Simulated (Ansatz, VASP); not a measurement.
# Two plane-wave programs on Ag2BrCl

```
CELL_PARAMETERS angstrom
2.02801 1.17087 6.59316
-2.02801 1.17087 6.59316
0.00000 -2.34174 6.59316
ATOMIC_POSITIONS crystal
Cl 0.00000 0.00000 0.00000
Br 0.50000 0.50000 0.50000
Ag 0.25295 0.25295 0.25295
Ag 0.74705 0.74705 0.74705
```

Alike in both runs: task single point; functional PBE; k mesh 6 × 6 × 6; no spin polarisation.

|  | VASP | Ansatz |
| --- | --- | --- |
| version | VASP 6.6.1 | Ansatz 0.2.0 |
| potentials or method | VASP PAW PBE potentials, release 64 (Cl, Br, Ag) | plane waves, PAW |
| plane-wave cutoff (eV) | 520 | 420 |
| occupations | gaussian, width 0.01 eV | fixed |
| valence electrons in the cell | 36 | 52 |

|  | VASP | Ansatz | Ansatz less VASP |
| --- | --- | --- | --- |
| gap on the k mesh at the Fermi level (eV) | 0.76 | 0.76 | +0.002 |
| pressure (GPa) | -0.1 | 0.0 | +0.09 |

VASP's potentials hold 36 valence electrons a cell and Ansatz's 52, so a difference there can come from the potentials and not from the codes.
